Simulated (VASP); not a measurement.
Set up this calculation in VASP 6.6.1, as the native input.

* Task: single point
* Functional: PBE
* Potentials or basis: VASP PAW PBE potentials, release 64 (Mg, Te)
* Cutoff: 520 eV
* k mesh: 6 × 6 × 8
* Occupations: gaussian, width 0.1 eV
* Spin: no spin polarisation
* Dipole correction: no
* Further INCAR settings: ALGO = Fast; EDIFF = 1e-07; NBANDS = 24

The structure of Mg5Te3 lies in POSCAR:

```
Mg5Te3
1.0
    7.6953939971      0.0000000000      0.0000000000
   -3.8476969986      6.6644066936      0.0000000000
    0.0000000000      0.0000000000      3.9857505907
Mg Te
5 3
Direct
    0.6666666667      0.3333333333      0.5000000000
    0.3333333333      0.6666666667      0.5000000000
    0.0000000000      0.2196663083      0.5000000000
    0.2196663083      0.0000000000      0.5000000000
    0.7803336917      0.7803336917      0.5000000000
    0.0000000000      0.6238141287      0.0000000000
    0.3761858713      0.3761858713      0.0000000000
    0.6238141287      0.0000000000      0.0000000000
```

One way to write it, as run:

INCAR

```
SYSTEM = Mg5Te3
ALGO = Fast ; EDIFF = 1E-7
ENCUT = 520 ; GGA = PE
ISIF = 2 ; ISMEAR = 0
LASPH = .TRUE. ; LCHARG = .FALSE.
LREAL = .FALSE. ; LWAVE = .FALSE.
NBANDS = 24 ; NELM = 80
PREC = Accurate ; SIGMA = 0.1
```

KPOINTS

```
k-points
0
G
  6 6 8
  0 0 0
```

Potentials or basis: VASP PAW PBE potentials, release 64 (Mg, Te).

The run is started by

```sh
$ cat potpaw_PBE.64/Mg/POTCAR potpaw_PBE.64/Te/POTCAR > POTCAR
$ mpirun -np 1 vasp_std > vasp.out
```

Results of the run:

- Pressure: -0.1 GPa
- Largest force: 0.003 eV/Å
- Band gap on the k mesh: zero (band 14 reaches 6.37 eV, above the bottom of band 15 at 3.73 eV)

Caveat: spin-orbit coupling is left out, which moves the levels of the heavy elements.

Run time: 2.1 min on 1 thread of Intel(R) Xeon(R) 6975P-C (Granite Rapids) (shared host), peak memory 0.41 GiB.
